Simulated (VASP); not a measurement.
**CoGe (zincblende type): single point with LDA**

Crystal: CoGe (zincblende type).

```xyz
2
Lattice="0.0000 1.9666 1.9666 1.9666 0.0000 1.9666 1.9666 1.9666 0.0000" Properties=species:S:1:pos:R:3 pbc="T T T"
Co    0.0000    0.0000    0.0000
Ge    0.9833    0.9833    0.9833
```

```
Program                : VASP 6.6.1
Task                   : single point
Functional             : LDA
Potentials or basis    : VASP PAW LDA potentials, release 64 (Co, Ge_d)
Cutoff                 : 520 eV
k mesh                 : 13 × 13 × 13
Occupations            : gaussian, width 0.15 eV
Spin                   : collinear spin, ferromagnetic start
Starting moments       : [1.7, 0.0] μB
Dipole correction      : no
Further INCAR settings : ALGO = Normal; EDIFF = 1e-06; NBANDS = 22
```

| Item | Value |
| --- | --- |
| Pressure | 511.9 GPa |
| Net moment | 0.00 μB per cell |

Levels at points of the mesh, in eV from the Fermi level:
Spin up:
```
           k point  band 8  band 9  band 10  band 11  band 12  band 13  band 14  band 15
(0.00, 0.00, 0.00)   -6.58   -6.58    -3.62    -3.62    12.57    12.57    12.57    14.84
```
Spin down:
```
           k point  band 9  band 10  band 11  band 12  band 13  band 14
(0.00, 0.00, 0.00)   -6.58    -3.62    -3.62    12.57    12.57    12.57
```

It took 42 s on 1 thread of Intel(R) Xeon(R) Platinum 8259CL CPU @ 2.50GHz (Skylake/Cascade Lake), on a shared host, peak memory 0.17 GiB.

Caveat: the starting moments collapsed, and a magnetic state may lie lower.
